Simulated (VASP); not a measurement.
Write the native input for VASP 6.6.1 that does the following.

```yaml
Task: single point
Functional: PBE
Potentials_or_basis: VASP PAW PBE potentials, release 64 (Sr_sv)
Cutoff: 520 eV
k_mesh: 12 × 12 × 12
Occupations: gaussian, width 0.1 eV
Spin: no spin polarisation
Dipole_correction: no
Further_INCAR_settings: ALGO = Normal; EDIFF = 1e-07; NBANDS = 11
```

The structure of Sr lies in POSCAR:

```
Sr
1.0
    0.0000000000      3.0109312114      3.0109312114
    3.0109312114      0.0000000000      3.0109312114
    3.0109312114      3.0109312114      0.0000000000
Sr
1
Direct
    0.0000000000      0.0000000000      0.0000000000
```

One way to write it, as run:

INCAR

```
SYSTEM = Sr
  ALGO = Normal
  EDIFF = 1E-7
  ENCUT = 520
  GGA = PE
  ISIF = 2
  ISMEAR = 0
  LASPH = .True.
  LCHARG = .False.
  LREAL = .False.
  LWAVE = .False.
  NBANDS = 11
  NELM = 100
  PREC = Accurate
  SIGMA = 0.1
```

KPOINTS

```
k-points
0
Gamma
  12 12 12
  0 0 0
```

Potentials or basis: VASP PAW PBE potentials, release 64 (Sr_sv).

Command:

```bash
$ cat potpaw_PBE.64/Sr_sv/POTCAR > POTCAR
$ mpirun -np 1 vasp_std > vasp.out
```

Results of the run:

| Quantity | Value |
| --- | --- |
| Pressure | 0.0 GPa |
| Band gap on the k mesh | zero (bands 5 and 6 overlap by 0.05 eV) |

Run time: 12 s on 1 thread of Intel(R) Xeon(R) 6975P-C (Granite Rapids), with other jobs on the host, peak memory 0.19 GiB.
